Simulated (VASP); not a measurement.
Set up this calculation in VASP 6.6.1, as the native input.

```yaml
Task: single point
Functional: PBE
Potentials_or_basis: VASP PAW PBE potentials, release 64 (Li_sv, Nb_sv, O)
Cutoff: 520 eV
k_mesh: 6 × 6 × 6
Occupations: gaussian, width 0.02 eV
Spin: no spin polarisation
Dipole_correction: no
Further_INCAR_settings: ALGO = Normal; EDIFF = 1e-06; NBANDS = 45
```

The structure of LiNbO3 lies in POSCAR:

```
LiNbO3
1.0
    2.6668556324      1.5397098173      4.6722456738
   -2.6668556324      1.5397098173      4.6722456738
    0.0000000000     -3.0794196345      4.6722456738
Li Nb O
2 2 6
Direct
    0.2500000000      0.2500000000      0.2500000000
    0.7500000000      0.7500000000      0.7500000000
    0.0000000000      0.0000000000      0.0000000000
    0.5000000000      0.5000000000      0.5000000000
    0.1416888933      0.3583111067      0.7500000000
    0.7500000000      0.1416888933      0.3583111067
    0.3583111067      0.7500000000      0.1416888933
    0.2500000000      0.8583111067      0.6416888933
    0.8583111067      0.6416888933      0.2500000000
    0.6416888933      0.2500000000      0.8583111067
```

This cell differs from its parent crystal: volume scaled by 1.06, then relaxed in part.

The input as run:

INCAR

```
SYSTEM = LiNbO3
ALGO = Normal
EDIFF = 1E-6
ENCUT = 520
GGA = PE
ISIF = 2
ISMEAR = 0
LASPH = .TRUE.
LCHARG = .FALSE.
LREAL = .FALSE.
LWAVE = .FALSE.
NBANDS = 45
NELM = 80
PREC = Accurate
SIGMA = 0.02
```

KPOINTS

```
k-points
0
G
  6 6 6
  0 0 0
```

Potentials or basis: VASP PAW PBE potentials, release 64 (Li_sv, Nb_sv, O).

Launch:

```sh
$ cat potpaw_PBE.64/Li_sv/POTCAR potpaw_PBE.64/Nb_sv/POTCAR potpaw_PBE.64/O/POTCAR > POTCAR
$ mpirun -np 1 vasp_std > vasp.out
```

It gave:

| Item | Value |
| --- | --- |
| Largest force | 0.016 eV/Å |
| Band gap on the k mesh | 2.30 eV, indirect (least direct gap 2.44 eV) |

It took 2.3 min on 1 thread of Intel(R) Xeon(R) Platinum 8559C (Emerald Rapids), on a shared host, peak memory 0.32 GiB.
